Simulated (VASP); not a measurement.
# Cu13Ag3I16 (P1) in VASP: single point with r2SCAN

Aim: the single point of Cu13Ag3I16 with r2SCAN.

All numbers are computed with VASP 6.6.1; they aren't measurements. Logs are shortened: lines on timing, memory, paths and dates and some standing lists are left out, and cuts for length are marked.

### 1 The cell of the first run

The typed cell holds 64 atoms: a = 12.065 Å, b = 12.065 Å, c = 12.065 Å, α = 90.00°, β = 90.00°, γ = 90.00°.

### 2 Single point, r2SCAN

POSCAR reads:

```
Cu13Ag3I16
1.0
   12.0645840000      0.0000000000      0.0000000000
    0.0000000000     12.0645840000      0.0000000000
    0.0000000000      0.0000000000     12.0645840000
Cu Ag I
26 6 32
Direct
    0.0032380000      0.0011990000      0.9903000000
    0.0002380000      0.5002520000      0.9951030000
    0.0063750000      0.5007420000      0.5060260000
    0.4970800000      0.9989780000      0.9966870000
    0.4909480000      0.0013040000      0.5028940000
    0.4991820000      0.5000980000      0.9987490000
    0.4953980000      0.5002370000      0.4998270000
    0.2526550000      0.2508450000      0.9971190000
    0.2569730000      0.2520430000      0.5029450000
    0.2526440000      0.7492460000      0.9972840000
    0.2563570000      0.7462900000      0.5041770000
    0.7464950000      0.2515370000      0.9930910000
    0.7454130000      0.7462440000      0.9938460000
    0.2595610000      0.0015550000      0.2455740000
    0.2534080000      0.9986900000      0.7531010000
    0.2549200000      0.5006330000      0.2483260000
    0.2509120000      0.5003090000      0.7505900000
    0.7459460000      0.0016800000      0.7588000000
    0.7430450000      0.4995850000      0.2428520000
    0.7486400000      0.5006960000      0.7544960000
    0.0031220000      0.2524270000      0.7566150000
    0.0044570000      0.7464090000      0.7557020000
    0.4935910000      0.2517840000      0.2462430000
    0.4976050000      0.2507990000      0.7519960000
    0.4945150000      0.7463630000      0.2449710000
    0.4975270000      0.7496070000      0.7524530000
    0.0083450000      0.9995270000      0.5081210000
    0.7432770000      0.2590120000      0.5081580000
    0.7489690000      0.7484310000      0.5019570000
    0.7434310000      0.9988720000      0.2431890000
    0.0094330000      0.2598760000      0.2417880000
    0.0023000000      0.7489830000      0.2487670000
    0.1343230000      0.1160170000      0.1137970000
    0.1373380000      0.1360620000      0.6370260000
    0.1341060000      0.6154500000      0.1144470000
    0.1279280000      0.6269760000      0.6273940000
    0.6129800000      0.1347050000      0.1126680000
    0.6145930000      0.1162940000      0.6336350000
    0.6214600000      0.6263900000      0.1209620000
    0.6145990000      0.6153620000      0.6338960000
    0.3731610000      0.3758610000      0.1210190000
    0.3764330000      0.3762380000      0.6276050000
    0.3756660000      0.8730030000      0.1199540000
    0.3738540000      0.8731890000      0.6284170000
    0.8654210000      0.3823730000      0.1119760000
    0.8842080000      0.3838830000      0.6368980000
    0.8748200000      0.8732270000      0.1045390000
    0.8746590000      0.8741470000      0.6442570000
    0.3746500000      0.1276290000      0.3741010000
    0.3748790000      0.1251390000      0.8742810000
    0.3747750000      0.6242870000      0.3741350000
    0.3746720000      0.6235890000      0.8742310000
    0.8758400000      0.1278590000      0.3741990000
    0.8745970000      0.1276120000      0.8741050000
    0.8741790000      0.6057990000      0.3735990000
    0.8746890000      0.6242920000      0.8742190000
    0.1375150000      0.3838750000      0.3838910000
    0.1280870000      0.3762770000      0.8761500000
    0.1449060000      0.8743640000      0.3743160000
    0.1289300000      0.8730300000      0.8733510000
    0.6127180000      0.3822670000      0.3653330000
    0.6214020000      0.3757850000      0.8726750000
    0.6050080000      0.8730710000      0.3744170000
    0.6205320000      0.8731750000      0.8753090000
```

INCAR.step1 reads:

```
  PREC = Accurate
  ENCUT = 570
  ISMEAR = -1
  SIGMA = 0.05
  LREAL = Auto
  LASPH = True
  NELM = 120
  ISYM = -1
  NBANDS = 326
  GGA = PE
  ALGO = Normal
  EDIFF = 1E-5
  LWAVE = True
  LCHARG = False
  GGA_COMPAT = False
  KPAR = 1
```

INCAR.step2 reads:

```
  PREC = Accurate
  ENCUT = 570
  EDIFF = 1E-6
  ISMEAR = -1
  SIGMA = 0.05
  LREAL = Auto
  LASPH = True
  NELM = 120
  ALGO = Normal
  ISIF = 2
  LWAVE = False
  LCHARG = False
  METAGGA = R2SCAN
  LMIXTAU = True
  ISYM = -1
  NBANDS = 326
  ISTART = 1
  GGA_COMPAT = False
  KPAR = 1
```

KPOINTS reads:

```
explicit points
1
Reciprocal
  0.25000000   0.25000000   0.25000000 1
```

Potentials or basis: VASP PAW PBE potentials, release 64 (Cu, Ag, I).

Launch:

```console
cat potpaw_PBE.64/Cu/POTCAR potpaw_PBE.64/Ag/POTCAR potpaw_PBE.64/I/POTCAR > POTCAR
cp INCAR.step1 INCAR
mpirun -np 4 vasp_std > vasp.out
cp INCAR.step2 INCAR
mpirun -np 4 vasp_std > vasp.out
```

OUTCAR:

```text
PREC = Accurate
   ENCUT = 570
   EDIFF = 1E-6
   ISMEAR = -1
   LREAL = Auto
   LASPH = True
   NELM = 120
   ISIF = 2
   METAGGA = R2SCAN
   ISYM = -1
   ISTART = 1

 ion  position               nearest neighbor table
   1  0.003  0.001  0.990-  33 2.58  60 2.58  47 2.59  54 2.59
   2  0.000  0.500  0.995-  35 2.57  45 2.58  56 2.58  58 2.58
   3  0.006  0.501  0.506-  36 2.57  46 2.58  57 2.58  55 2.59
   4  0.497  0.999  0.997-  37 2.57  64 2.58  43 2.58  50 2.58
   5  0.491  0.001  0.503-  38 2.58  44 2.58  63 2.59  49 2.59
   6  0.499  0.500  0.999-  39 2.58  52 2.59  41 2.60  62 2.60
[... 56 lines left out ...]
  63  0.605  0.873  0.374-  25 2.56   5 2.59  30 2.76  29 2.77
  64  0.621  0.873  0.875-  26 2.57  13 2.58   4 2.58  18 2.58

IMPORTANT INFORMATION: All symmetrisations will be switched off!
NOSYMM: (Re-)initialisation of all symmetry stuff for point group C_1.

----------------------------------------------------------------------------------------

                                     Primitive cell

  volume of cell :    1756.0507

  direct lattice vectors                    reciprocal lattice vectors
    12.064584000  0.000000000  0.000000000     0.082887234  0.000000000  0.000000000
     0.000000000 12.064584000  0.000000000     0.000000000  0.082887234  0.000000000
     0.000000000  0.000000000 12.064584000     0.000000000  0.000000000  0.082887234

  length of vectors
    12.064584000 12.064584000 12.064584000     0.082887234  0.082887234  0.082887234

  position of ions in fractional coordinates (direct lattice)
     0.003238000  0.001199000  0.990300000
     0.000238000  0.500252000  0.995103000
     0.006375000  0.500742000  0.506026000
     0.497080000  0.998978000  0.996687000
     0.490948000  0.001304000  0.502894000
     0.499182000  0.500098000  0.998749000
[... 56 lines left out ...]
     0.605008000  0.873071000  0.374417000
     0.620532000  0.873175000  0.875309000

  ion indices of the primitive-cell ions
   primitive index   ion index
                 1           1
                 2           2
                 3           3
                 4           4
                 5           5
                 6           6
[... 56 lines left out ...]
                63          63
                64          64

----------------------------------------------------------------------------------------

 KPOINTS: explicit points

Read explicit list of k-points.

 Found      1 k-points:

 Following reciprocal coordinates:
            Coordinates               Weight
  0.250000  0.250000  0.250000      1.000000
   k-points           NKPTS =      1   k-points in BZ     NKDIM =      1   number of bands    NBANDS=    328
   number of dos      NEDOS =    301   number of ions     NIONS =     64
   total plane-waves  NPLWV = 884736
   dimension x,y,z NGX =    96 NGY =   96 NGZ =   96
   dimension x,y,z NGXF=   192 NGYF=  192 NGZF=  192
   ions per type =              26   6  32
   NGX,Y,Z   is equivalent  to a cutoff of  13.23, 13.23, 13.23 a.u.
   NGXF,Y,Z  is equivalent  to a cutoff of  26.46, 26.46, 26.46 a.u.
 SYSTEM =  unknown system
   PREC   = accura    normal or accurate (medium, high low for compatibility)
   ISTART =      1    job   : 0-new  1-cont  2-samecut
   ICHARG =      0    charge: 1-file 2-atom 10-const
   ISPIN  =      1    spin polarized calculation?
   LNONCOLLINEAR =      F non collinear calculations
   LSORBIT =      F    spin-orbit coupling
   LASPH  =      T    aspherical Exc in radial PAW
   ENCUT  =  570.0 eV  41.89 Ry    6.47 a.u.  23.49 23.49 23.49*2*pi/ulx,y,z
   NELM   =    120;   NELMIN=  2; NELMDL=  0     # of ELM steps
   EDIFF  = 0.1E-05   stopping-criterion for ELM
   LREAL  =      T    real-space projection
   EDIFFG = 0.1E-04   stopping-criterion for IOM
   NSW    =      0    number of steps for IOM
   IBRION =     -1    ionic relax: 0-MD 1-quasi-New 2-CG
   NFREE  =      0    steps in history (QN), initial steepest desc. (CG)
   ISIF   =      2    stress and relaxation
   ISYM   =     -1    0-nonsym 1-usesym 2-fastsym
   POTIM  = 0.5000    time-step for ionic-motion
   TEBEG  =    0.0;   TEEND  =   0.0 temperature during run
   PSTRESS=    0.0 pullay stress
   NELECT =     576.0000    total number of electrons
   NUPDOWN=      -1.0000    fix difference up-down
   EMIN   =  10.00;   EMAX   =-10.00  energy-range for DOS
   EFERMI =   0.00;   METHOD = LEGACY
   ISMEAR =    -1;   SIGMA  =   0.05  broadening in eV -4-tet -1-fermi 0-gaus
   EFERMI_NEDOS =   21; number of points for ismear=-14 and -15
   IALGO  =     38    algorithm
   IMIX   =      4    mixing-type and parameters
     AMIX     =   0.40;   BMIX     =  1.00
     AMIX_MAG =   1.60;   BMIX_MAG =  1.00
  volume/ion in A,a.u.               =      27.44       185.16
  Fermi-wavevector in a.u.,A,eV,Ry     =   1.129024  2.133547 17.343292  1.274696
  Thomas-Fermi vector in A             =   2.265716
   LORBIT       =      0    0 simple, 1 ext, 2 COOP (PROOUT), +10 PAW based schemes
   METAGGA = R2SCAN    functional components
   LHFCALC =     F    Hartree Fock is set to
   AEXX    =    0.0000 exact exchange contribution
   IVDW    =     0    specifies the selected vdW correction
   LEPSILON=     F    determine dielectric tensor
   LRPA    =     F    only Hartree local field effects (RPA)
 non-spin polarized calculation
  energy-cutoff  :      570.00
  volume of cell :     1756.05
 maximum number of plane-waves:     54324
 NGX is ok and might be reduce to    96
   NGX = 47   NGY = 47   NGZ = 47

 number of electron     576.0000042 magnetization

 Free energy of the ion-electron system (eV)
  ---------------------------------------------------
  ext. energy  EPLUGINS =         0.00000000
  ---------------------------------------------------
  free energy    TOTEN  =     -1208.92305772 eV

  energy without entropy =    -1208.92305772  energy(sigma->0) =    -1208.92305772

 E-fermi :   5.7602     XC(G=0):  -9.6292

 val. band max:        4.5425974848   @ k =   0.2500   0.2500   0.2500
 cond. band min:       6.9966466923   @ k =   0.2500   0.2500   0.2500
 fundamental gap:      2.4540492075
 Fermi energy:         5.7601685359

 k-point     1 :       0.2500    0.2500    0.2500
  band No.  band energies     occupation
      1      -9.9229      2.00000
      2      -9.7363      2.00000
      3      -9.7336      2.00000
      4      -9.7069      2.00000
      5      -9.5854      2.00000
      6      -9.5719      2.00000
[... 292 lines left out ...]
    299       7.9318      0.00000
    300       8.0689      0.00000
 [bands above 300 left out]

------------------------ aborting loop because EDIFF is reached ----------------------------------------

  FORCE on cell =-STRESS in cart. coord.  units (eV):
  Direction    XX          YY          ZZ          XY          YZ          ZX
  --------------------------------------------------------------------------------------
  -------------------------------------------------------------------------------------
  Total       22.0924531     21.6512375     22.0737958     -0.7297323     -0.8297782     -0.3680547
  in kB       20.1566089     19.7540546     20.1395865     -0.6657898     -0.7570691     -0.3358041
  external PRESSURE =      20.0167500 kB  Pullay stress =       0.0000000 kB

 VOLUME and BASIS-vectors are now :
 -----------------------------------------------------------------------------
  energy-cutoff  :      570.00
  volume of cell :     1756.05
      direct lattice vectors                 reciprocal lattice vectors
    12.064584000  0.000000000  0.000000000     0.082887234  0.000000000  0.000000000
     0.000000000 12.064584000  0.000000000     0.000000000  0.082887234  0.000000000
     0.000000000  0.000000000 12.064584000     0.000000000  0.000000000  0.082887234

 POSITION                                       TOTAL-FORCE (eV/Angst)
 -----------------------------------------------------------------------------------
      0.03907      0.01447     11.94756         0.004595     -0.002544     -0.012785
      0.00287      6.03533     12.00550         0.002925      0.006271     -0.007690
      0.07691      6.04124      6.10499        -0.006206     -0.004188     -0.009298
      5.99706     12.05225     12.02461        -0.010425     -0.004458     -0.012968
      5.92308      0.01573      6.06721        -0.015693     -0.002654     -0.002131
      6.02242      6.03347     12.04949         0.004692     -0.004689      0.004344
[... 56 lines left out ...]
      7.29917     10.53324      4.51719        -0.023970      0.026036      0.037473
      7.48646     10.53449     10.56024        -0.002775     -0.008841      0.002523
 -----------------------------------------------------------------------------------
    total drift:                                0.005607     -0.094118     -0.010384

  FREE ENERGIE OF THE ION-ELECTRON SYSTEM (eV)
  ---------------------------------------------------
  free  energy   TOTEN  =     -1208.9230577200 eV

  energy  without entropy=    -1208.9230577198  energy(sigma->0) =    -1208.92305772
```

It took 13 min on 4 MPI ranks of Intel Xeon 6975P-C (Granite Rapids), shared host; peak memory 0.77 GiB.

Results:

* Free energy: -1208.9231 eV
* Pressure: 2.0 GPa
* Largest force: 0.068 eV/Å
* Band gap on the k mesh: 2.45 eV

Forces on the atoms (eV/Å):
```
Cu   0.005 -0.003 -0.013
Cu   0.003  0.006 -0.008
Cu  -0.006 -0.004 -0.009
Cu  -0.010 -0.004 -0.013
Cu  -0.016 -0.003 -0.002
Cu   0.005 -0.005  0.004
Cu  -0.009  0.004  0.006
Cu   0.010  0.006 -0.012
Cu  -0.011 -0.015 -0.016
Cu   0.000  0.024 -0.007
Cu  -0.002 -0.028  0.019
Cu   0.004 -0.021  0.013
Cu  -0.026 -0.034 -0.005
Cu   0.009  0.008 -0.015
Cu   0.013 -0.001  0.007
Cu   0.012  0.004  0.004
Cu  -0.007 -0.005 -0.007
Cu  -0.011  0.004  0.014
Cu   0.006  0.002 -0.001
Cu   0.009  0.000  0.017
Cu  -0.006 -0.014 -0.015
Cu   0.026 -0.031  0.004
Cu   0.016 -0.018  0.003
Cu  -0.007  0.009  0.002
Cu  -0.018 -0.038 -0.027
Cu   0.001  0.018 -0.005
Ag   0.020 -0.023  0.017
Ag  -0.032  0.041  0.034
Ag   0.015  0.019 -0.020
Ag  -0.024 -0.031 -0.022
Ag   0.035  0.042 -0.037
Ag  -0.017  0.019  0.015
I   -0.003 -0.043  0.012
I    0.010  0.041  0.014
I    0.004 -0.032 -0.012
I   -0.015  0.030 -0.007
I   -0.008  0.048 -0.010
I    0.007 -0.048 -0.007
I    0.013  0.032  0.013
I   -0.015 -0.023  0.003
I   -0.018  0.006 -0.006
I    0.018  0.002  0.009
I    0.010 -0.005  0.001
I   -0.005  0.000  0.009
I   -0.035  0.003  0.000
I    0.032 -0.003  0.015
I    0.027  0.021 -0.032
I   -0.026  0.018  0.035
I   -0.003  0.015  0.002
I    0.004  0.004  0.010
I    0.003  0.014  0.000
I    0.003 -0.008  0.001
I   -0.001  0.000  0.008
I   -0.005  0.014 -0.004
I    0.003 -0.068 -0.002
I   -0.001  0.012  0.002
I    0.009 -0.003  0.038
I    0.008  0.001  0.017
I    0.043  0.017 -0.015
I    0.005 -0.001 -0.003
I   -0.012  0.004 -0.036
I   -0.007  0.007 -0.017
I   -0.024  0.026  0.037
I   -0.003 -0.009  0.003
```

Stress tensor (GPa, compression positive):
```
 2.02 -0.07 -0.03
-0.07  1.98 -0.08
-0.03 -0.08  2.01
```

Levels at points of the mesh, in eV from the valence-band top:
| k point | band 285 | band 286 | band 287 | band 288 | band 289 | band 290 | band 291 | band 292 |
| --- | --- | --- | --- | --- | --- | --- | --- | --- |
| (0.25, 0.25, 0.25) | -0.32 | -0.29 | 0.00 | 0.00 | 2.45 | 2.81 | 3.22 | 3.27 |

Caveat: the PAW data sets were made with another functional, which shifts forces and pressure a little; spin-orbit coupling is left out, which moves the levels of the heavy elements; a shifted mesh leaves out Γ, where band edges can lie. A k mesh can miss the band edges.
